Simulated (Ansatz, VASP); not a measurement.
## One calculation of Al3GaN4, two programs

```
Al Ga N
1.0
    -5.03808    0.00000   -0.00006
     0.00000   -3.12495    0.00000
    -0.00658    0.00000   10.82079
Al Ga N
6 2 8
Cartesian
  -2.5185 -1.5625 0.9049
  -2.5218 -1.5625 6.3153
  -5.0375 -1.5625 4.5171
  -5.0408 -1.5625 9.9275
  -5.0341 -3.1249 1.7943
  -5.0374 -3.1249 7.2047
  -2.5238 -3.1249 3.6044
  -2.5271 -3.1249 9.0148
  -4.4825 -3.1249 3.6050
  -4.4858 -3.1249 9.0154
  -4.4206 -1.5625 0.9042
  -4.4239 -1.5625 6.3146
  -1.8900 -1.5625 4.5484
  -1.8933 -1.5625 9.9588
  -1.8983 -3.1249 1.7630
  -1.9016 -3.1249 7.1734
```

Alike in both runs: task single point; functional r2SCAN; k mesh 5 × 7 × 2; occupations gaussian, width 0.05 eV; no spin polarisation.

```csv
,VASP,Ansatz
version,VASP 6.6.1,Ansatz 0.2.0
potentials or method,"VASP PAW PBE potentials, release 64 (Al, Ga_d, N), cutoff 520 eV","scalar-relativistic, plane waves, PAW"
valence electrons in the cell,84,84
```

|  | VASP | Ansatz | Ansatz less VASP |
| --- | --- | --- | --- |
| gap on the k mesh at the Fermi level (eV) | 4.16 | 4.15 | -0.016 |
| least direct gap on the mesh (eV) | 4.16 | 4.15 | -0.016 |
| pressure (GPa) | 0.0 | 0.0 | -0.02 |
| rms of the force components (eV/Å) | 0.029 | 0.001 | -0.0274 |

VASP's potentials were made for PBE, not for r2SCAN. Atom by atom the forces differ by 0.029 eV/Å (rms over components). The functional is the same, so the differences come from potentials, cutoffs and numerics.
